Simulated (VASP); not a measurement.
# MgO (Fm-3m) in VASP: single point with PBE

Aim: the single point of MgO with PBE.

Program: VASP 6.6.1. These are calculated values, not measurements. Logs are shortened: lines on timing, memory, paths and dates and some standing lists are left out, and cuts for length are marked.

**1. The cell of the first run**

The structure is cubic, space group Fm-3m (No. 225). Conventional cell: a = 4.282 Å, b = 4.282 Å, c = 4.282 Å, α = 90.00°, β = 90.00°, γ = 90.00°. Mg (site symmetry m-3m) has 6 O at 2.14 Å within 2.8 Å. O (site symmetry m-3m) has 6 Mg at 2.14 Å within 2.8 Å.

**2. Single point, PBE**

File INCAR:

```
SYSTEM = MgO
PREC     = Accurate       ! precision mode
ENCUT    = 840            ! plane-wave cutoff, eV
EDIFF    = 1E-6           ! SCF threshold, eV
ISMEAR   = -1             ! smearing method
SIGMA    = 0.02           ! smearing width, eV
LREAL    = .FALSE.        ! projectors in reciprocal space
LASPH    = .TRUE.         ! aspherical terms in the spheres
NELM     = 120            ! most SCF steps
ALGO     = Normal         ! electronic algorithm
ISIF     = 2              ! what is computed and relaxed
LWAVE    = .FALSE.        ! write WAVECAR
LCHARG   = .FALSE.        ! write CHGCAR
GGA      = PE             ! functional
NBANDS   = 15             ! bands
GGA_COMPAT= .FALSE.
```

File KPOINTS:

```
regular mesh
0
G
  8 8 8
  0 0 0
```

File POSCAR:

```
MgO
1.0
    0.0000000000      2.1410000000      2.1410000000
    2.1410000000      0.0000000000      2.1410000000
    2.1410000000      2.1410000000      0.0000000000
Mg O
1 1
Direct
    0.0000000000      0.0000000000      0.0000000000
    0.5000000000      0.5000000000      0.5000000000
```

Potentials or basis: VASP PAW PBE potentials, release 64 (Mg_sv, O).

The run is started by

```sh
$ cat potpaw_PBE.64/Mg_sv/POTCAR potpaw_PBE.64/O/POTCAR > POTCAR
$ mpirun -np 1 vasp_std > vasp.out
```

OUTCAR:

```text
SYSTEM = MgO
   PREC = Accurate
   ENCUT = 840
   EDIFF = 1E-6
   ISMEAR = -1
   LREAL = .FALSE.
   LASPH = .TRUE.
   NELM = 120
   ISIF = 2
   GGA = PE

 ion  position               nearest neighbor table
   1  0.000  0.000  0.000-
   2  0.500  0.500  0.500-

  LATTYP: Found a face centered cubic cell.
 ALAT       =     4.2820000000

  Lattice vectors:

 A1 = (   0.0000000000,   2.1410000000,   2.1410000000)
 A2 = (   2.1410000000,   0.0000000000,   2.1410000000)
 A3 = (   2.1410000000,   2.1410000000,   0.0000000000)

Analysis of symmetry for initial positions (statically):
=====================================================================
 Subroutine PRICEL returns:
 Original cell was already a primitive cell.

 Routine SETGRP: Setting up the symmetry group for a
 face centered cubic supercell.

 Subroutine GETGRP returns: Found 48 space group operations
 (whereof 48 operations were pure point group operations)
 out of a pool of 48 trial point group operations.

The static configuration has the point symmetry O_h .

Analysis of symmetry for dynamics (positions and initial velocities):
=====================================================================
 Subroutine PRICEL returns:
 Original cell was already a primitive cell.

 Routine SETGRP: Setting up the symmetry group for a
 face centered cubic supercell.

 Subroutine GETGRP returns: Found 48 space group operations
 (whereof 48 operations were pure point group operations)
 out of a pool of 48 trial point group operations.

The dynamic configuration has the point symmetry O_h .

 Subroutine INISYM returns: Found 48 space group operations
 (whereof 48 operations are pure point group operations),
 and found     1 'primitive' translations

----------------------------------------------------------------------------------------

                                     Primitive cell

  volume of cell :      19.6282

  direct lattice vectors                    reciprocal lattice vectors
     0.000000000  2.141000000  2.141000000    -0.233535731  0.233535731  0.233535731
     2.141000000  0.000000000  2.141000000     0.233535731 -0.233535731  0.233535731
     2.141000000  2.141000000  0.000000000     0.233535731  0.233535731 -0.233535731

  length of vectors
     3.027831237  3.027831237  3.027831237     0.404495751  0.404495751  0.404495751

  position of ions in fractional coordinates (direct lattice)
     0.000000000  0.000000000  0.000000000
     0.500000000  0.500000000  0.500000000

  ion indices of the primitive-cell ions
[... 85 lines left out ...]
   PSTRESS=    0.0 pullay stress
   NELECT =      16.0000    total number of electrons
   NUPDOWN=      -1.0000    fix difference up-down
   EMIN   =  10.00;   EMAX   =-10.00  energy-range for DOS
   EFERMI =   0.00;   METHOD = LEGACY
   ISMEAR =    -1;   SIGMA  =   0.02  broadening in eV -4-tet -1-fermi 0-gaus
   EFERMI_NEDOS =   21; number of points for ismear=-14 and -15
   IALGO  =     38    algorithm
   IMIX   =      4    mixing-type and parameters
     AMIX     =   0.40;   BMIX     =  1.00
     AMIX_MAG =   1.60;   BMIX_MAG =  1.00
  volume/ion in A,a.u.               =       9.81        66.23
  Fermi-wavevector in a.u.,A,eV,Ry     =   1.529284  2.889928 31.820077  2.338710
  Thomas-Fermi vector in A             =   2.636926
   LORBIT       =      0    0 simple, 1 ext, 2 COOP (PROOUT), +10 PAW based schemes
   GGA     = PE    functional components
   LHFCALC =     F    Hartree Fock is set to
   AEXX    =    0.0000 exact exchange contribution
   IVDW    =     0    specifies the selected vdW correction
   LEPSILON=     F    determine dielectric tensor
   LRPA    =     F    only Hartree local field effects (RPA)
 non-spin polarized calculation
  energy-cutoff  :      840.00
  volume of cell :       19.63
 maximum number of plane-waves:      1106
 NGX is ok and might be reduce to    30
   NGX = 15   NGY = 15   NGZ = 15

 number of electron      15.9999994 magnetization

 Free energy of the ion-electron system (eV)
  ---------------------------------------------------
  ext. energy  EPLUGINS =         0.00000000
  ---------------------------------------------------
  free energy    TOTEN  =       -11.88258648 eV

  energy without entropy =      -11.88258648  energy(sigma->0) =      -11.88258648

 E-fermi :   3.2324     XC(G=0): -11.1450

 val. band max:        2.5698837104   @ k =   0.0000   0.0000   0.0000
 cond. band min:       6.8449890169   @ k =   0.0000   0.0000   0.0000
 fundamental gap:      4.2751053064
 Fermi energy:         3.2324165384

 k-point     1 :       0.0000    0.0000    0.0000
  band No.  band energies     occupation
      1     -69.8732      2.00000
      2     -36.6036      2.00000
      3     -36.6036      2.00000
      4     -36.6036      2.00000
      5     -14.4350      2.00000
      6       2.5699      2.00000
      7       2.5699      2.00000
      8       2.5699      2.00000
      9       6.8450      0.00000
     10      18.0941      0.00000
     11      18.0941      0.00000
     12      18.0941      0.00000
     13      21.8785      0.00000
     14      23.6041      0.00000
[... 401 lines left out ...]
      2     -36.6631      2.00000
      3     -36.6284      2.00000
      4     -36.6169      2.00000
      5     -13.1205      2.00000
      6      -1.2306      2.00000
      7       0.7509      2.00000
      8       1.6481      2.00000
      9      11.9022      0.00000
     10      14.2970      0.00000
     11      15.5813      0.00000
     12      18.8932      0.00000
     13      22.5288      0.00000
     14      24.0073      0.00000
     15      27.9789      0.00000

 [... further k-points ...]

------------------------ aborting loop because EDIFF is reached ----------------------------------------

  FORCE on cell =-STRESS in cart. coord.  units (eV):
  Direction    XX          YY          ZZ          XY          YZ          ZX
  --------------------------------------------------------------------------------------
  -------------------------------------------------------------------------------------
  Total       -0.3460944     -0.3460944     -0.3460944      0.0000000     -0.0000000      0.0000000
  in kB      -28.2504363    -28.2504363    -28.2504363      0.0000000     -0.0000000      0.0000000
  external PRESSURE =     -28.2504363 kB  Pullay stress =       0.0000000 kB

 VOLUME and BASIS-vectors are now :
 -----------------------------------------------------------------------------
  energy-cutoff  :      840.00
  volume of cell :       19.63
      direct lattice vectors                 reciprocal lattice vectors
     0.000000000  2.141000000  2.141000000    -0.233535731  0.233535731  0.233535731
     2.141000000  0.000000000  2.141000000     0.233535731 -0.233535731  0.233535731
     2.141000000  2.141000000  0.000000000     0.233535731  0.233535731 -0.233535731

 POSITION                                       TOTAL-FORCE (eV/Angst)
 -----------------------------------------------------------------------------------
      0.00000      0.00000      0.00000        -0.000000     -0.000000     -0.000000
      2.14100      2.14100      2.14100         0.000000      0.000000      0.000000
 -----------------------------------------------------------------------------------
    total drift:                                0.000000      0.000000      0.000000

  FREE ENERGIE OF THE ION-ELECTRON SYSTEM (eV)
  ---------------------------------------------------
  free  energy   TOTEN  =       -11.8825864812 eV

  energy  without entropy=      -11.8825864812  energy(sigma->0) =      -11.88258648
```

OSZICAR:

```text
N       E                     dE             d eps       ncg     rms          rms(c)
DAV:   1     0.158966123355E+03    0.15897E+03   -0.13384E+04   870   0.175E+03
DAV:   2    -0.782590491787E+01   -0.16679E+03   -0.15728E+03  1010   0.430E+02
DAV:   3    -0.133913518841E+02   -0.55654E+01   -0.55404E+01  1233   0.770E+01
DAV:   4    -0.134762451781E+02   -0.84893E-01   -0.84892E-01   947   0.937E+00
DAV:   5    -0.134778651947E+02   -0.16200E-02   -0.16199E-02  1137   0.107E+00    0.862E+00
DAV:   6    -0.119093042231E+02    0.15686E+01   -0.26626E+00   926   0.147E+01    0.292E+00
DAV:   7    -0.118942241469E+02    0.15080E-01   -0.13036E-01  1024   0.338E+00    0.175E+00
DAV:   8    -0.118834467400E+02    0.10777E-01   -0.39931E-02  1094   0.227E+00    0.332E-01
DAV:   9    -0.118823802808E+02    0.10665E-02   -0.35820E-03  1003   0.543E-01    0.101E-01
DAV:  10    -0.118825975253E+02   -0.21724E-03   -0.28966E-04  1066   0.188E-01    0.516E-02
DAV:  11    -0.118825863668E+02    0.11159E-04   -0.27448E-05  1094   0.554E-02    0.572E-03
DAV:  12    -0.118825864812E+02   -0.11444E-06   -0.65796E-07   792   0.121E-02
   1 F= -.11882586E+02 E0= -.11882586E+02  d E =-.319931E-16
```

Run time: 16 s. Hardware: 1 thread of Intel Xeon Platinum 8259CL at 2.50GHz (Skylake/Cascade Lake), shared host; peak memory 0.16 GiB.

Results:

| Item | Value |
| --- | --- |
| Free energy | -11.8826 eV |
| Pressure | -2.8 GPa |
| Band gap on the k mesh | 4.28 eV |

Levels at points of the mesh, in eV from the valence-band top:
```csv
k point,band 5,band 6,band 7,band 8,band 9,band 10,band 11,band 12
"(0.00, 0.00, 0.00)",-17.00,0.00,0.00,0.00,4.28,15.52,15.52,15.52
"(0.50, 0.00, 0.00)",-15.82,-4.40,-0.60,-0.60,7.60,12.06,15.83,15.83
"(0.50, 0.50, 0.00)",-15.61,-3.86,-1.27,-1.27,9.06,9.48,12.59,18.25
```
